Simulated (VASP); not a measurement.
Write the native input for VASP 6.6.1 that does the following.

- Task: single point
- Functional: PBE
- Potentials or basis: VASP PAW PBE potentials, release 64 (Sn_d, O)
- Cutoff: 520 eV
- k mesh: 18 × 18 × 18
- Occupations: gaussian, width 0.1 eV
- Spin: no spin polarisation
- Dipole correction: no
- Further INCAR settings: ALGO = Normal; EDIFF = 1e-07; NBANDS = 17

The structure of SnO lies in POSCAR:

```
SnO
1.0
    3.1319266813      0.0000000000      0.0000000000
    0.0000000000      3.1319266813      0.0000000000
    0.0000000000      0.0000000000      3.1319266813
Sn O
1 1
Direct
    0.0000000000      0.0000000000      0.0000000000
    0.5000000000      0.5000000000      0.5000000000
```

The cell was built from a structure type or drawn by symmetry, and may not be a known phase.

One way to write it, as run:

INCAR

```
SYSTEM = SnO
PREC = Accurate ; ENCUT = 520
EDIFF = 1E-7 ; ISMEAR = 0
SIGMA = 0.1 ; LREAL = .FALSE.
LASPH = .TRUE. ; NELM = 100
ALGO = Normal ; ISIF = 2
LWAVE = .FALSE. ; LCHARG = .FALSE.
GGA = PE ; NBANDS = 17
```

KPOINTS

```
Automatic mesh
0
G
  18 18 18
  0 0 0
```

Potentials or basis: VASP PAW PBE potentials, release 64 (Sn_d, O).

The run is started by

```bash
$ cat potpaw_PBE.64/Sn_d/POTCAR potpaw_PBE.64/O/POTCAR > POTCAR
$ mpirun -np 1 vasp_std > vasp.out
```

Results of the run:

```json
{"Pressure": "-0.1 GPa", "Band gap on the k mesh": "zero (bands 10 and 11 overlap by 0.07 eV)"}
```

Caveat: semilocal functionals underestimate gaps, so a narrow gap can read as zero; spin-orbit coupling is left out, which moves the levels of the heavy elements.

Run time: 31 s on 1 thread of Intel(R) Xeon(R) 6975P-C (Granite Rapids), with other jobs on the host, peak memory 0.22 GiB.
